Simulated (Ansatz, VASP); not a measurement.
# One calculation of MgO, two programs

The input INCAR:

```
ALGO     = Normal         # electronic algorithm
EDIFF    = 1E-7           # SCF threshold, eV
ENCUT    = 520            # plane-wave cutoff, eV
ISIF     = 2              # what is computed and relaxed
ISMEAR   = 0              # smearing method
LASPH    = True           # aspherical terms in the spheres
LCHARG   = True           # write CHGCAR
LELF     = True           # ELF
LREAL    = False          # projectors in reciprocal space
LVHAR    = True         
LWAVE    = False          # write WAVECAR
NBANDS   = 36             # bands
NELM     = 100            # most SCF steps
PREC     = Accurate       # precision mode
SIGMA    = 0.05           # smearing width, eV
```

Contents of KPOINTS:

```
k-points
0
Gamma
  4 4 4
```

The input POSCAR:

```
MgO
1.0
    5.5230736673      0.0000000000      0.0000000000
    0.0000000000      5.5230736673      0.0000000000
    0.0000000000      0.0000000000      5.5230736673
Mg O
6 6
Direct
    0.2500000000     -0.0159603595      0.5000000000
    0.0000000000      0.5159603595      0.2500000000
    0.5000000000      0.7500000000      0.0000000000
    0.7500000000     -0.0159603595      0.5000000000
    0.0000000000      0.5159603595      0.7500000000
    0.5000000000      0.2500000000      0.0000000000
    0.2500000000      0.4759561097      0.0000000000
    0.5000000000      0.0240438903      0.2500000000
    0.0000000000      0.7500000000      0.5000000000
    0.7500000000      0.4759561097      0.0000000000
    0.5000000000      0.0240438903      0.7500000000
    0.0000000000      0.2500000000      0.5000000000
```

Input for Ansatz:

```yaml
crystal:
  lattice:
    - [5.5230736673, 0.0, 0.0]
    - [0.0, 5.5230736673, 0.0]
    - [0.0, 0.0, 5.5230736673]
  atoms:
    - { symbol: Mg, position: [0.25, -0.0159603595, 0.5] }
    - { symbol: Mg, position: [0.0, 0.5159603595, 0.25] }
    - { symbol: Mg, position: [0.5, 0.75, 0.0] }
    - { symbol: Mg, position: [0.75, -0.0159603595, 0.5] }
    - { symbol: Mg, position: [0.0, 0.5159603595, 0.75] }
    - { symbol: Mg, position: [0.5, 0.25, 0.0] }
    - { symbol: O, position: [0.25, 0.4759561097, 0.0] }
    - { symbol: O, position: [0.5, 0.0240438903, 0.25] }
    - { symbol: O, position: [0.0, 0.75, 0.5] }
    - { symbol: O, position: [0.75, 0.4759561097, 0.0] }
    - { symbol: O, position: [0.5, 0.0240438903, 0.75] }
    - { symbol: O, position: [0.0, 0.25, 0.5] }
basis:
  ecutwfc: 520.0
kpoints:
  mp_grid: { grid: [4, 4, 4] }
hamiltonian:
  xc: lda
  pseudopotentials: { kind: paw, azcp: { folder: soft_1 } }
scf:
  occupations: { method: gaussian, width: 0.05 }
output:
  forces: true
  stress: true
  eigenvalues: true
```

Change from the starting cell: mode 14 frozen in at -0.014 Å and mode 24 at -0.144 Å (largest displacements).

Alike in both runs: task single point; functional LDA; k mesh 4 × 4 × 4; occupations gaussian, width 0.05 eV; no spin polarisation.

```csv
,VASP,Ansatz
version,VASP 6.6.1,Ansatz 0.2.0
potentials or method,"VASP PAW LDA potentials, release 64 (Mg, O), cutoff 520 eV","scalar-relativistic, plane waves, PAW"
valence electrons in the cell,48,96
```

|  | VASP | Ansatz | Ansatz less VASP |
| --- | --- | --- | --- |
| gap on the k mesh at the Fermi level (eV) | 2.55 | 2.57 | +0.018 |
| least direct gap on the mesh (eV) | 2.58 | 2.60 | +0.017 |
| pressure (GPa) | 0.0 | 0.7 | +0.66 |
| traceless stress, the component that is largest in VASP (GPa) | -0.71 | -0.73 | -0.013 |
| rms of the force components (eV/Å) | 0.992 | 0.970 | -0.0219 |

Ansatz warns that its potentials were made for another functional, while VASP's fit it. LDA's correlation is that of Perdew and Zunger in VASP and of Perdew and Wang (1992) in Ansatz. Atom by atom the forces differ by 0.022 eV/Å (rms over components). VASP's potentials hold 48 valence electrons a cell and Ansatz's 96, so a difference there can come from the potentials and not from the codes.
